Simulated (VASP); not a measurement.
## Si2Ni: single point with PBE

Crystal: Si2Ni.

```xyz
3
Lattice="0.0000 2.7030 2.7030 2.7030 0.0000 2.7030 2.7030 2.7030 0.0000" Properties=species:S:1:pos:R:3 pbc="T T T"
Ni    0.0000    0.0000    0.0000
Si    4.0545    4.0545    4.0545
Si    1.3515    1.3515    1.3515
```

```json
{
  "Program": "VASP 6.6.1",
  "Task": "single point",
  "Functional": "PBE",
  "Potentials or basis": "VASP PAW PBE potentials, release 64 (Ni_sv_GW, Si)",
  "Cutoff": "690 eV",
  "k mesh": "7 × 7 × 7",
  "Occupations": "fermi-dirac, width 0.05 eV",
  "Spin": "collinear spin, ferromagnetic start",
  "Starting moments": "[1.0, 0.0, 0.0] μB",
  "Fixed moment": "1 μB"
}
```

```yaml
Pressure: 4.5 GPa
Net_moment: 1.00 μB per cell
Site_moments: Ni +0.44; Si +0.13 μB
Valence_electrons_inside_the_program's_atomic_spheres: Ni 16.59; Si 1.60
```

Wall time 43 s on 1 thread of Intel(R) Xeon(R) 6975P-C (Granite Rapids) (shared host), peak memory 0.27 GiB.

Caveat: the cell stands under pressure; the total moment is fixed, so each spin has its own Fermi level and the state may be an excited one.
